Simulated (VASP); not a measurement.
# WS2 (P6_3/mmc) in VASP: single point with LDA

Aim: the single point of WS2 with LDA.

All numbers are computed with VASP 6.6.1; they aren't measurements. Logs are shortened: lines on timing, memory, paths and dates and some standing lists are left out, and cuts for length are marked.

## Step 1: The cell of the first run

It takes space group P6_3/mmc (No. 194, hexagonal). Conventional cell: a = 3.153 Å, b = 3.153 Å, c = 12.323 Å, α = 90.00°, β = 90.00°, γ = 120.00°. W (site symmetry -6m2) has 6 S at 2.39 Å and 6 W at 3.15 Å within 3.2 Å. S (site symmetry 3m) has 3 W at 2.39 Å and 7 S at 3.11 to 3.15 Å within 3.2 Å.

## Step 2: Single point, LDA

Input file INCAR:

```
PREC     = Accurate       # precision mode
ENCUT    = 500            # plane-wave cutoff, eV
EDIFF    = 1E-6           # SCF threshold, eV
ISMEAR   = 0              # smearing method
SIGMA    = 0.01           # smearing width, eV
LREAL    = F              # projectors in reciprocal space
LASPH    = T              # aspherical terms in the spheres
NELM     = 120            # most SCF steps
ALGO     = Normal         # electronic algorithm
ISIF     = 2              # what is computed and relaxed
LWAVE    = F              # write WAVECAR
LCHARG   = F              # write CHGCAR
GGA      = CA             # functional
NBANDS   = 35             # bands
GGA_COMPAT= F
```

Input file KPOINTS:

```
regular mesh
0
Gamma
  12 12 3
```

Input file POSCAR:

```
WS2
1.0
    3.1532000000      0.0000000000      0.0000000000
   -1.5766000000      2.7307513032      0.0000000000
    0.0000000000      0.0000000000     12.3230000000
W S
2 4
Direct
    0.3333333333      0.6666666667      0.2500000000
    0.6666666667      0.3333333333      0.7500000000
    0.3333333333      0.6666666667      0.6239400672
    0.6666666667      0.3333333333      0.1239400672
    0.3333333333      0.6666666667      0.8760599328
    0.6666666667      0.3333333333      0.3760599328
```

Potentials or basis: VASP PAW LDA potentials, release 64 (W_sv, S).

Command:

```bash
$ cat potpaw_LDA.64/W_sv/POTCAR potpaw_LDA.64/S/POTCAR > POTCAR
$ mpirun -np 1 vasp_std > vasp.out
```

OUTCAR:

```text
PREC = Accurate
   ENCUT = 500
   EDIFF = 1E-6
   ISMEAR = 0
   LREAL = F
   LASPH = T
   NELM = 120
   ISIF = 2
   GGA = CA

 ion  position               nearest neighbor table
   1  0.333  0.667  0.250-   4 2.39   6 2.39   4 2.39   6 2.39   4 2.39   6 2.39
   2  0.667  0.333  0.750-   3 2.39   5 2.39   3 2.39   5 2.39   3 2.39   5 2.39
   3  0.333  0.667  0.624-   2 2.39   2 2.39   2 2.39
   4  0.667  0.333  0.124-   1 2.39   1 2.39   1 2.39
   5  0.333  0.667  0.876-   2 2.39   2 2.39   2 2.39
   6  0.667  0.333  0.376-   1 2.39   1 2.39   1 2.39

  LATTYP: Found a hexagonal cell.
 ALAT       =     3.1532000000
 C/A-ratio  =     3.9080933655

  Lattice vectors:

 A1 = (   3.1532000000,   0.0000000000,   0.0000000000)
 A2 = (  -1.5766000000,   2.7307513032,   0.0000000000)
 A3 = (   0.0000000000,   0.0000000000,  12.3230000000)

Analysis of symmetry for initial positions (statically):
=====================================================================
 Subroutine PRICEL returns:
 Original cell was already a primitive cell.

 Routine SETGRP: Setting up the symmetry group for a
 hexagonal supercell.

 Subroutine GETGRP returns: Found 24 space group operations
 (whereof 12 operations were pure point group operations)
 out of a pool of 24 trial point group operations.

The static configuration has the point symmetry D_3d.
 The point group associated with its full space group is D_6h.

Analysis of symmetry for dynamics (positions and initial velocities):
=====================================================================
 Subroutine PRICEL returns:
 Original cell was already a primitive cell.

 Routine SETGRP: Setting up the symmetry group for a
 hexagonal supercell.

 Subroutine GETGRP returns: Found 24 space group operations
 (whereof 12 operations were pure point group operations)
 out of a pool of 24 trial point group operations.

The dynamic configuration has the point symmetry D_3d.
 The point group associated with its full space group is D_6h.

 Subroutine INISYM returns: Found 24 space group operations
 (whereof 12 operations are pure point group operations),
 and found     1 'primitive' translations

----------------------------------------------------------------------------------------

                                     Primitive cell

  volume of cell :     106.1085

  direct lattice vectors                    reciprocal lattice vectors
     3.153200000  0.000000000  0.000000000     0.317138145  0.183099794  0.000000000
    -1.576600000  2.730751303  0.000000000     0.000000000  0.366199587  0.000000000
[... 98 lines left out ...]
   NFREE  =      0    steps in history (QN), initial steepest desc. (CG)
   ISIF   =      2    stress and relaxation
   ISYM   =      2    0-nonsym 1-usesym 2-fastsym
   POTIM  = 0.5000    time-step for ionic-motion
   TEBEG  =    0.0;   TEEND  =   0.0 temperature during run
   PSTRESS=    0.0 pullay stress
   NELECT =      52.0000    total number of electrons
   NUPDOWN=      -1.0000    fix difference up-down
   EMIN   =  10.00;   EMAX   =-10.00  energy-range for DOS
   EFERMI =   0.00;   METHOD = LEGACY
   ISMEAR =     0;   SIGMA  =   0.01  broadening in eV -4-tet -1-fermi 0-gaus
   EFERMI_NEDOS =   21; number of points for ismear=-14 and -15
   IALGO  =     38    algorithm
   IMIX   =      4    mixing-type and parameters
     AMIX     =   0.40;   BMIX     =  1.00
     AMIX_MAG =   1.60;   BMIX_MAG =  1.00
  volume/ion in A,a.u.               =      17.68       119.34
  Fermi-wavevector in a.u.,A,eV,Ry     =   1.290702  2.439073 22.666096  1.665911
  Thomas-Fermi vector in A             =   2.422517
   LORBIT       =      0    0 simple, 1 ext, 2 COOP (PROOUT), +10 PAW based schemes
   GGA     = CA    functional components
   LHFCALC =     F    Hartree Fock is set to
   AEXX    =    0.0000 exact exchange contribution
   IVDW    =     0    specifies the selected vdW correction
   LEPSILON=     F    determine dielectric tensor
   LRPA    =     F    only Hartree local field effects (RPA)
 non-spin polarized calculation
 Gauss-broadening in eV      SIGMA  =   0.01
  energy-cutoff  :      500.00
  volume of cell :      106.11
 maximum number of plane-waves:      2707
 NGX is ok and might be reduce to    24
   NGX = 11   NGY = 11   NGZ = 45

 number of electron      52.0000001 magnetization

 Free energy of the ion-electron system (eV)
  ---------------------------------------------------
  ext. energy  EPLUGINS =         0.00000000
  ---------------------------------------------------
  free energy    TOTEN  =       -52.51091581 eV

  energy without entropy =      -52.51091581  energy(sigma->0) =      -52.51091581

 E-fermi :   7.4618     XC(G=0): -11.2408

 val. band max:        7.3947943137   @ k =   0.0000   0.0000   0.0000
 cond. band min:       8.3178469538   @ k =   0.1667   0.1667   0.0000
 fundamental gap:      0.9230526401
 Fermi energy:         7.4618462403

 k-point     1 :       0.0000    0.0000    0.0000
  band No.  band energies     occupation
      1     -66.7924      2.00000
      2     -66.7924      2.00000
      3     -31.3324      2.00000
      4     -31.3323      2.00000
      5     -31.1440      2.00000
      6     -31.1440      2.00000
[... 901 lines left out ...]
     34      11.3934      0.00000
     35      13.1556      0.00000

 [... further k-points ...]

------------------------ aborting loop because EDIFF is reached ----------------------------------------

  FORCE on cell =-STRESS in cart. coord.  units (eV):
  Direction    XX          YY          ZZ          XY          YZ          ZX
  --------------------------------------------------------------------------------------
  -------------------------------------------------------------------------------------
  Total       -1.5191110     -1.5191110     -0.2085059      0.0000000     -0.0000000      0.0000000
  in kB      -22.9377059    -22.9377059     -3.1483201      0.0000000     -0.0000000      0.0000000
  external PRESSURE =     -16.3412439 kB  Pullay stress =       0.0000000 kB

 VOLUME and BASIS-vectors are now :
 -----------------------------------------------------------------------------
  energy-cutoff  :      500.00
  volume of cell :      106.11
      direct lattice vectors                 reciprocal lattice vectors
     3.153200000  0.000000000  0.000000000     0.317138145  0.183099794  0.000000000
    -1.576600000  2.730751303  0.000000000     0.000000000  0.366199587  0.000000000
     0.000000000  0.000000000 12.323000000     0.000000000  0.000000000  0.081149071

 POSITION                                       TOTAL-FORCE (eV/Angst)
 -----------------------------------------------------------------------------------
     -0.00000      1.82050      3.08075        -0.000000      0.000000      0.000000
      1.57660      0.91025      9.24225         0.000000     -0.000000      0.000000
     -0.00000      1.82050      7.68881         0.000000      0.000000     -0.048179
      1.57660      0.91025      1.52731        -0.000000     -0.000000     -0.048179
     -0.00000      1.82050     10.79569         0.000000      0.000000      0.048179
      1.57660      0.91025      4.63419        -0.000000     -0.000000      0.048179
 -----------------------------------------------------------------------------------
    total drift:                               -0.000000      0.000000     -0.000000

  FREE ENERGIE OF THE ION-ELECTRON SYSTEM (eV)
  ---------------------------------------------------
  free  energy   TOTEN  =       -52.5109158099 eV

  energy  without entropy=      -52.5109158099  energy(sigma->0) =      -52.51091581
```

It took 3.7 min on 1 thread of Intel Xeon 8259CL, shared host; peak memory 0.25 GiB.

Results:

```yaml
Free_energy: -52.5109 eV
Pressure: -1.6 GPa
Largest_force: 0.048 eV/Å
Band_gap_on_the_k_mesh: 0.92 eV (least direct gap 1.79 eV)
```

Forces on the atoms (eV/Å):
```
W    0.000  0.000  0.000
W    0.000  0.000  0.000
S    0.000  0.000 -0.048
S    0.000  0.000 -0.048
S    0.000  0.000  0.048
S    0.000  0.000  0.048
```

Levels at points of the mesh, in eV from the valence-band top:
| k point | band 22 | band 23 | band 24 | band 25 | band 26 | band 27 | band 28 | band 29 | band 30 | band 31 |
| --- | --- | --- | --- | --- | --- | --- | --- | --- | --- | --- |
| (0.00, 0.00, 0.00) | -2.32 | -2.32 | -1.51 | -1.26 | 0.00 | 2.25 | 2.25 | 2.26 | 2.26 | 2.38 |
| (0.50, 0.00, 0.00) | -2.74 | -2.02 | -1.82 | -1.74 | -1.56 | 2.21 | 2.25 | 2.53 | 2.82 | 3.05 |

Caveat: spin-orbit coupling is left out, which moves the levels of the heavy elements.
